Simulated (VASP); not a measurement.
Write the native input for VASP 6.6.1 that does the following.

| Property | Result |
| --- | --- |
| Task | single point |
| Functional | PBE |
| Potentials or basis | VASP PAW PBE potentials, release 64 (Fe) |
| Cutoff | 520 eV |
| k mesh | 22 × 22 × 22 |
| Occupations | fermi-dirac, width 0.05 eV |
| Spin | collinear spin, ferromagnetic start |
| Starting moments | [2.397] μB |
| Dipole correction | no |
| Further INCAR settings | ALGO = Normal; EDIFF = 1e-06; NBANDS = 14 |

The structure of Fe lies in POSCAR:

```
Fe
1.0
    2.3713437493      0.0000000000      0.0000000000
    0.0000000000      2.3713437493      0.0000000000
    0.0000000000      0.0000000000      2.3713437493
Fe
1
Direct
    0.0000000000      0.0000000000      0.0000000000
```

One way to write it, as run:

INCAR

```
PREC = Accurate
ENCUT = 520
EDIFF = 1E-6
ISMEAR = -1
SIGMA = 0.05
LREAL = F
LASPH = T
NELM = 150
ALGO = Normal
ISIF = 2
LWAVE = F
LCHARG = F
ISPIN = 2
MAGMOM = 2.397
LORBIT = 11
LMAXMIX = 4
GGA = PE
NBANDS = 14
```

KPOINTS

```
regular mesh
0
Gamma
  22 22 22
```

Potentials or basis: VASP PAW PBE potentials, release 64 (Fe).

The run is started by

```console
$ cat potpaw_PBE.64/Fe/POTCAR > POTCAR
$ mpirun -np 1 vasp_std > vasp.out
```

Results of the run:

* Pressure: -0.6 GPa
* Net moment: 2.40 μB per cell
* Site moments: Fe +2.38 μB
* Valence electrons inside the program's atomic spheres: Fe 7.17

It took 3.7 min on 1 thread of AMD EPYC 7R13 (shared host), peak memory 0.17 GiB.
